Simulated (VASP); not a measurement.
# MnO (P6_3mc) in VASP: single point with PBE+U

Aim: the single point of MnO with PBE+U.

Everything below comes from runs of VASP 6.6.1. Logs are shortened: lines on timing, memory, paths and dates and some standing lists are left out, and cuts for length are marked.

**1. The cell of the first run**

It takes space group P6_3mc (No. 186, hexagonal). Conventional cell: a = 3.372 Å, b = 3.372 Å, c = 5.385 Å, α = 90.00°, β = 90.00°, γ = 120.00°. Mn (site symmetry 3m) has 4 O at 1.96 to 2.08 Å within 2.6 Å. Within 2.6 Å of O (site symmetry 3m) lie 4 Mn at 1.96 to 2.08 Å.

**2. Single point, PBE+U**

INCAR reads:

```
PREC = Accurate
ENCUT = 520
EDIFF = 1E-7
ISMEAR = 0
SIGMA = 0.05
LREAL = F
LASPH = T
NELM = 150
ALGO = Normal
ISIF = 2
LWAVE = F
LCHARG = T
LMAXMIX = 4
LDAU = T
LDAUTYPE = 2
LDAUL = 2 -1
LDAUU = 4 0
LDAUJ = 0 0
LDAUPRINT = 1
GGA = PE
LELF = T
LVHAR = T
NBANDS = 48
```

KPOINTS reads:

```
Automatic mesh
0
Gamma
  6 6 6
```

POSCAR reads:

```
MnO
1.0
    3.3717001900      0.0000000000      0.0000000000
   -1.6858500900      2.9199780200      5.3854988200
    0.0000000000      0.0000000000     10.7709976400
Mn O
4 4
Direct
    0.3333333333      0.6666666667      0.6721466666
    0.6666666667      0.3333333333      0.0888133334
    0.3333333333      0.6666666667      0.1721466667
    0.6666666667      0.3333333333      0.5888133334
    0.3333333333      0.6666666667      0.8544016667
    0.6666666667      0.3333333333      0.2710683334
    0.3333333333      0.6666666667      0.3544016666
    0.6666666667      0.3333333333      0.7710683334
```

Potentials or basis: VASP PAW PBE potentials, release 64 (Mn_pv, O).

Launch:

```sh
$ cat potpaw_PBE.64/Mn_pv/POTCAR potpaw_PBE.64/O/POTCAR > POTCAR
$ mpirun -np 1 vasp_std > vasp.out
```

OUTCAR:

```text
PREC = Accurate
   ENCUT = 520
   EDIFF = 1E-7
   ISMEAR = 0
   LREAL = F
   LASPH = T
   NELM = 150
   ISIF = 2
   GGA = PE

 ion  position               nearest neighbor table
   1  0.333  0.667  0.672-   5 1.96   8 2.08   6 2.08   8 2.08
   2  0.667  0.333  0.089-   6 1.96   5 2.08   7 2.08   5 2.08
   3  0.333  0.667  0.172-   7 1.96   6 2.08   8 2.08   6 2.08
   4  0.667  0.333  0.589-   8 1.96   7 2.08   5 2.08   7 2.08
   5  0.333  0.667  0.854-   1 1.96   2 2.08   4 2.08   2 2.08
   6  0.667  0.333  0.271-   2 1.96   3 2.08   1 2.08   3 2.08
   7  0.333  0.667  0.354-   3 1.96   4 2.08   2 2.08   4 2.08
   8  0.667  0.333  0.771-   4 1.96   1 2.08   3 2.08   1 2.08

  LATTYP: Found a body centered orthorhombic cell.
 ALAT       =     3.3717001900
 B/A-ratio  =     1.7320508085
 C/A-ratio  =     3.1945300688

  Lattice vectors:

 A1 = (   1.6858501000,   2.9199780200,  -5.3854988200)
 A2 = (  -1.6858501000,  -2.9199780200,  -5.3854988200)
 A3 = (  -1.6858500900,   2.9199780200,   5.3854988200)

Analysis of symmetry for initial positions (statically):
=====================================================================
 Subroutine PRICEL returns following result:

  LATTYP: Found a hexagonal cell.
 ALAT       =     3.3717001938
 C/A-ratio  =     1.5972650326

  Lattice vectors:

 A1 = (  -1.6858501000,  -2.9199780200,   0.0000000000)
 A2 = (   3.3717001900,   0.0000000000,   0.0000000000)
 A3 = (   0.0000000000,   0.0000000000,   5.3854988200)

   2 primitive cells build up your supercell.

 Routine SETGRP: Setting up the symmetry group for a
 body centered orthorhombic supercell.

 Subroutine GETGRP returns: Found  4 space group operations
 (whereof  2 operations were pure point group operations)
 out of a pool of  8 trial point group operations.

The static configuration has the point symmetry C_1h.
 The point group associated with its full space group is C_2v.

Analysis of symmetry for dynamics (positions and initial velocities):
=====================================================================
 Subroutine PRICEL returns following result:

  LATTYP: Found a hexagonal cell.
 ALAT       =     3.3717001938
 C/A-ratio  =     1.5972650326

  Lattice vectors:

 A1 = (  -1.6858501000,  -2.9199780200,   0.0000000000)
 A2 = (   3.3717001900,   0.0000000000,   0.0000000000)
 A3 = (   0.0000000000,   0.0000000000,   5.3854988200)

   2 primitive cells build up your supercell.

 Routine SETGRP: Setting up the symmetry group for a
 body centered orthorhombic supercell.

 Subroutine GETGRP returns: Found  4 space group operations
 (whereof  2 operations were pure point group operations)
 out of a pool of  8 trial point group operations.

The dynamic configuration has the point symmetry C_1h.
 The point group associated with its full space group is C_2v.

 Subroutine INISYM returns: Found  4 space group operations
 (whereof  2 operations are pure point group operations),
 and found     2 'primitive' translations

----------------------------------------------------------------------------------------

                                     Primitive cell

  volume of cell :      53.0218

[... 44 lines left out ...]

 Found     46 irreducible k-points:

 Following reciprocal coordinates:
            Coordinates               Weight
  0.000000  0.000000  0.000000      1.000000
  0.166667  0.000000  0.000000      4.000000
  0.333333  0.000000  0.000000      4.000000
  0.500000  0.000000  0.000000      2.000000
  0.000000  0.166667  0.000000      2.000000
  0.166667  0.166667  0.000000      4.000000
[... 16 lines left out ...]
  0.500000  0.333333  0.166667      4.000000
  0.000000  0.500000  0.166667      4.000000
 [... further k-points ...]
   k-points           NKPTS =     46   k-points in BZ     NKDIM =     46   number of bands    NBANDS=     48
   number of dos      NEDOS =    301   number of ions     NIONS =      8
   total plane-waves  NPLWV = 107520
   dimension x,y,z NGX =    28 NGY =   48 NGZ =   80
   dimension x,y,z NGXF=    56 NGYF=   96 NGZF=  160
   ions per type =               4   4
   NGX,Y,Z   is equivalent  to a cutoff of  13.81, 12.56, 12.35 a.u.
   NGXF,Y,Z  is equivalent  to a cutoff of  27.61, 25.12, 24.70 a.u.
 SYSTEM =  unknown system
   PREC   = accura    normal or accurate (medium, high low for compatibility)
   ISTART =      0    job   : 0-new  1-cont  2-samecut
   ICHARG =      2    charge: 1-file 2-atom 10-const
   ISPIN  =      1    spin polarized calculation?
   LNONCOLLINEAR =      F non collinear calculations
   LSORBIT =      F    spin-orbit coupling
   LASPH  =      T    aspherical Exc in radial PAW
   ENCUT  =  520.0 eV  38.22 Ry    6.18 a.u.   6.27 11.81 20.03*2*pi/ulx,y,z
   NELM   =    150;   NELMIN=  2; NELMDL= -5     # of ELM steps
   EDIFF  = 0.1E-06   stopping-criterion for ELM
   LREAL  =      F    real-space projection
   EDIFFG = 0.1E-05   stopping-criterion for IOM
   NSW    =      0    number of steps for IOM
   IBRION =     -1    ionic relax: 0-MD 1-quasi-New 2-CG
   NFREE  =      0    steps in history (QN), initial steepest desc. (CG)
   ISIF   =      2    stress and relaxation
   ISYM   =      2    0-nonsym 1-usesym 2-fastsym
   POTIM  = 0.5000    time-step for ionic-motion
   TEBEG  =    0.0;   TEEND  =   0.0 temperature during run
   PSTRESS=    0.0 pullay stress
   NELECT =      76.0000    total number of electrons
   NUPDOWN=      -1.0000    fix difference up-down
   EMIN   =  10.00;   EMAX   =-10.00  energy-range for DOS
   EFERMI =   0.00;   METHOD = LEGACY
   ISMEAR =     0;   SIGMA  =   0.05  broadening in eV -4-tet -1-fermi 0-gaus
   EFERMI_NEDOS =   21; number of points for ismear=-14 and -15
   IALGO  =     38    algorithm
   IMIX   =      4    mixing-type and parameters
     AMIX     =   0.40;   BMIX     =  1.00
     AMIX_MAG =   1.60;   BMIX_MAG =  1.00
  volume/ion in A,a.u.               =      13.26        89.45
  Fermi-wavevector in a.u.,A,eV,Ry     =   1.465046  2.768535 29.202990  2.146359
  Thomas-Fermi vector in A             =   2.580949
   LORBIT       =      0    0 simple, 1 ext, 2 COOP (PROOUT), +10 PAW based schemes
 LDA+U is selected, type is set to LDAUTYPE =  2
   angular momentum for each species LDAUL =     2   -1
   U (eV)           for each species LDAUU =   4.0  0.0
   J (eV)           for each species LDAUJ =   0.0  0.0
   GGA     = PE    functional components
   LHFCALC =     F    Hartree Fock is set to
   AEXX    =    0.0000 exact exchange contribution
   IVDW    =     0    specifies the selected vdW correction
   LEPSILON=     F    determine dielectric tensor
   LRPA    =     F    only Hartree local field effects (RPA)
 non-spin polarized calculation
 Gauss-broadening in eV      SIGMA  =   0.05
  energy-cutoff  :      520.00
  volume of cell :      106.04
 maximum number of plane-waves:      2876
 NGX is ok and might be reduce to    28
   NGX = 13   NGY = 23   NGZ = 41

atom =   1  type =  1  l = 2

 onsite density matrix

spin component  1
[... 116 lines left out ...]
  o =  0.1721  v =  0.0000  0.0376  0.9987 -0.0000 -0.0347  0.0000  0.0000  0.0000  0.0000  0.0000      0.0000  0.0000  0.0000  0.0000  0.0000  0.0000  0.0000  0.0000  0.0000  0.0000
  o =  0.1721  v =  0.0000  0.0000  0.0000  0.0000  0.0000  0.0000  0.0376  0.9987 -0.0000 -0.0347      0.0000  0.0000  0.0000  0.0000  0.0000  0.0000  0.0000  0.0000  0.0000  0.0000
  o =  0.2492  v =  0.0000  0.0000  0.0000  0.0000  0.0000 -0.8405 -0.0000  0.0000  0.5418  0.0000      0.0000  0.0000  0.0000  0.0000  0.0000  0.0000  0.0000  0.0000  0.0000  0.0000
  o =  0.2492  v = -0.8405 -0.0000  0.0000  0.5418  0.0000  0.0000  0.0000  0.0000  0.0000  0.0000      0.0000  0.0000  0.0000  0.0000  0.0000  0.0000  0.0000  0.0000  0.0000  0.0000
  o =  0.2958  v =  0.0000 -0.5681  0.0499 -0.0000  0.8214  0.0000  0.0000  0.0000  0.0000  0.0000      0.0000  0.0000  0.0000  0.0000  0.0000  0.0000  0.0000  0.0000  0.0000  0.0000
  o =  0.2958  v =  0.0000  0.0000  0.0000  0.0000  0.0000  0.0000 -0.5681  0.0499 -0.0000  0.8214      0.0000  0.0000  0.0000  0.0000  0.0000  0.0000  0.0000  0.0000  0.0000  0.0000
  o =  0.9126  v =  0.5418 -0.0000  0.0000  0.8405 -0.0000  0.0000  0.0000  0.0000  0.0000  0.0000      0.0000  0.0000  0.0000  0.0000  0.0000  0.0000  0.0000  0.0000  0.0000  0.0000
  o =  0.9126  v =  0.0000  0.0000  0.0000  0.0000  0.0000  0.5418 -0.0000  0.0000  0.8405 -0.0000      0.0000  0.0000  0.0000  0.0000  0.0000  0.0000  0.0000  0.0000  0.0000  0.0000
  o =  0.9126  v = -0.0000 -0.8221  0.0112 -0.0000 -0.5693  0.0000  0.0000  0.0000  0.0000  0.0000      0.0000  0.0000  0.0000  0.0000  0.0000  0.0000  0.0000  0.0000  0.0000  0.0000
  o =  0.9126  v =  0.0000  0.0000  0.0000  0.0000  0.0000 -0.0000 -0.8221  0.0112 -0.0000 -0.5693      0.0000  0.0000  0.0000  0.0000  0.0000  0.0000  0.0000  0.0000  0.0000  0.0000

 number of electron      75.9999988 magnetization

 Free energy of the ion-electron system (eV)
  ---------------------------------------------------
  ext. energy  EPLUGINS =         0.00000000
  ---------------------------------------------------
  free energy    TOTEN  =       -44.90431573 eV

  energy without entropy =      -44.89240339  energy(sigma->0) =      -44.89835956

 E-fermi :   5.4485     XC(G=0): -10.7159

 val. band max:        5.4424835686   @ k =   0.0000   0.1667   0.0000
 cond. band min:       5.4584543915   @ k =   0.3333   0.5000   0.3333
 fundamental gap:      0.0159708229
 Fermi energy:         5.4484572177

 k-point     1 :       0.0000    0.0000    0.0000
  band No.  band energies     occupation
      1     -43.0769      2.00000
      2     -43.0549      2.00000
      3     -43.0549      2.00000
      4     -43.0362      2.00000
      5     -42.8984      2.00000
      6     -42.8984      2.00000
[... 1213 lines left out ...]
     47       7.0692      0.00000
     48       7.2582      0.00000

 [... further k-points ...]
[... 5 lines left out ...]
  --------------------------------------------------------------------------------------
  -------------------------------------------------------------------------------------
  Total      -15.8644291    -16.2480452     -5.9413342     -0.0000000      0.0000000      0.0000000
  in kB     -239.6903594   -245.4862864    -89.7656335     -0.0000004      0.0000000      0.0000000
  external PRESSURE =    -191.6474265 kB  Pullay stress =       0.0000000 kB

 VOLUME and BASIS-vectors are now :
 -----------------------------------------------------------------------------
  energy-cutoff  :      520.00
  volume of cell :      106.04
      direct lattice vectors                 reciprocal lattice vectors
     3.371700190  0.000000000  0.000000000     0.296586275  0.171234165  0.000000000
    -1.685850090  2.919978020  5.385498820     0.000000000  0.342468331  0.000000000
     0.000000000  0.000000000 10.770997640     0.000000000 -0.171234166  0.092841911

 POSITION                                       TOTAL-FORCE (eV/Angst)
 -----------------------------------------------------------------------------------
      0.00000      1.94665     10.83002         0.000000      0.106873     -1.184420
      1.68585      0.97333      2.75177        -0.000000     -0.106873     -1.184420
      0.00000      1.94665      5.44452         0.000000      0.106873     -1.184420
      1.68585      0.97333      8.13727        -0.000000     -0.106873     -1.184420
      0.00000      1.94665     12.79309         0.000000      0.055996      1.184420
      1.68585      0.97333      4.71484        -0.000000     -0.055996      1.184420
      0.00000      1.94665      7.40759         0.000000      0.055996      1.184420
      1.68585      0.97333     10.10034        -0.000000     -0.055996      1.184420
 -----------------------------------------------------------------------------------
    total drift:                               -0.000034      0.000008     -0.001393

  FREE ENERGIE OF THE ION-ELECTRON SYSTEM (eV)
  ---------------------------------------------------
  free  energy   TOTEN  =       -44.9043157268 eV

  energy  without entropy=      -44.8924033881  energy(sigma->0) =      -44.89835956
```

Wall time 20 min (1 thread of Intel Xeon 6975P-C (Granite Rapids), shared host); peak memory 0.41 GiB.

Results:

```yaml
Free_energy: -44.9043 eV
Pressure: -19.2 GPa
Largest_force: 1.189 eV/Å
Band_gap_on_the_k_mesh: zero (bands 38 and 39 overlap by 0.86 eV)
```

Forces on the atoms (eV/Å):
```
Mn   0.000  0.107 -1.184
Mn   0.000 -0.107 -1.184
Mn   0.000  0.107 -1.184
Mn   0.000 -0.107 -1.184
O    0.000  0.056  1.184
O    0.000 -0.056  1.184
O    0.000  0.056  1.184
O    0.000 -0.056  1.184
```

Eigenvalues of the final occupation matrices:
| site | spin | trace | eigenvalues |
| --- | --- | --- | --- |
| site 1 d | 1 | 2.54 | 0.17 0.25 0.30 0.91 0.91 |
| site 1 d | 2 | 2.54 | 0.17 0.25 0.30 0.91 0.91 |
| site 2 d | 1 | 2.54 | 0.17 0.25 0.30 0.91 0.91 |
| site 2 d | 2 | 2.54 | 0.17 0.25 0.30 0.91 0.91 |
| site 3 d | 1 | 2.54 | 0.17 0.25 0.30 0.91 0.91 |
| site 3 d | 2 | 2.54 | 0.17 0.25 0.30 0.91 0.91 |
| site 4 d | 1 | 2.54 | 0.17 0.25 0.30 0.91 0.91 |
| site 4 d | 2 | 2.54 | 0.17 0.25 0.30 0.91 0.91 |

Caveat: the cell stands under tension; the run has no spin polarisation, though such a crystal can be magnetic; U without spin polarisation on a metal has little footing; forces of over 1 eV/Å act on the atoms, so gaps and moduli don't describe the material at rest.
